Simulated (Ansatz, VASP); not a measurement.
## One calculation of SiC, two programs

File POSCAR:

```
SiC
1.0
    2.9544569615      0.0000000000      0.0000000000
   -1.4772284807      2.5586347831      0.0000000000
    0.0000000000      0.0000000000      9.2706276106
Si C
4 4
Direct
    0.6666666667      0.3333333333      0.9378376197
    0.3333333333      0.6666666667      0.4378376197
    0.0000000000      0.0000000000      0.6878931817
    0.0000000000      0.0000000000      0.1878931817
    0.6666666667      0.3333333333      0.7498040034
    0.3333333333      0.6666666667      0.2498040034
    0.0000000000      0.0000000000      0.5004641952
    0.0000000000      0.0000000000      0.0004641952
```

INCAR.step1

```
ALGO = Normal ; EDIFF = 1E-4
ENCUT = 520 ; GGA = PE
ISMEAR = 0 ; LASPH = T
LCHARG = F ; LREAL = F
LWAVE = T ; NBANDS = 26
NELM = 100 ; PREC = Accurate
SIGMA = 0.05
```

File INCAR.step2:

```
ALGO = Normal ; EDIFF = 1E-7
ENCUT = 520 ; ISIF = 2
ISMEAR = 0 ; ISTART = 1
LASPH = T ; LCHARG = F
LMIXTAU = T ; LREAL = F
LWAVE = F ; METAGGA = R2SCAN
NBANDS = 26 ; NELM = 100
PREC = Accurate ; SIGMA = 0.05
```

KPOINTS

```
k-points
0
Gamma
  12 12 4
```

Input for Ansatz:

```yaml
crystal:
  lattice:
    - [2.9544569615, 0.0, 0.0]
    - [-1.4772284807, 2.5586347831, 0.0]
    - [0.0, 0.0, 9.2706276106]
  atoms:
    - { symbol: Si, position: [0.6666666667, 0.3333333333, 0.9378376197] }
    - { symbol: Si, position: [0.3333333333, 0.6666666667, 0.4378376197] }
    - { symbol: Si, position: [0.0, 0.0, 0.6878931817] }
    - { symbol: Si, position: [0.0, 0.0, 0.1878931817] }
    - { symbol: C, position: [0.6666666667, 0.3333333333, 0.7498040034] }
    - { symbol: C, position: [0.3333333333, 0.6666666667, 0.2498040034] }
    - { symbol: C, position: [0.0, 0.0, 0.5004641952] }
    - { symbol: C, position: [0.0, 0.0, 0.0004641952] }
basis:
  ecutwfc: 500
kpoints:
  mp_grid: { grid: [12, 12, 4] }
hamiltonian:
  xc: r2scan
scf:
  occupations: { method: gaussian, width: 0.05 }
output:
  forces: true
  stress: true
  eigenvalues: true
```

Change from the starting cell: strain -0.040 along x and y, -0.080 along z, atoms carried along.

Alike in both runs: task single point; functional r2SCAN; k mesh 12 × 12 × 4; occupations gaussian, width 0.05 eV; no spin polarisation.

```csv
,VASP,Ansatz
version,VASP 6.6.1,Ansatz 0.2.0
potentials or method,"VASP PAW PBE potentials, release 64 (Si, C), cutoff 520 eV","scalar-relativistic, plane waves, PAW"
valence electrons in the cell,32,32
```

Ansatz gave:

```
gap on the k mesh at the Fermi level (eV)                     : 2.57
least direct gap on the mesh (eV)                             : 3.87
pressure (GPa)                                                : 52.0
traceless stress, the component that is largest in VASP (GPa) : 24.94
rms of the force components (eV/Å)                            : 0.590
```

Problem. Which values does VASP return?

Solution. gap on the k mesh at the Fermi level (eV): 2.58; least direct gap on the mesh (eV): 3.88; pressure (GPa): 51.6; traceless stress, the component that is largest in VASP (GPa): 25.03; rms of the force components (eV/Å): 0.584.

VASP's potentials were made for PBE, not for r2SCAN. Atom by atom the forces differ by 0.005 eV/Å (rms over components). Both programs put the cell under a high pressure, so it lies far from rest at this level. With one functional, cell and mesh, what is left measures potentials, basis and numerics.
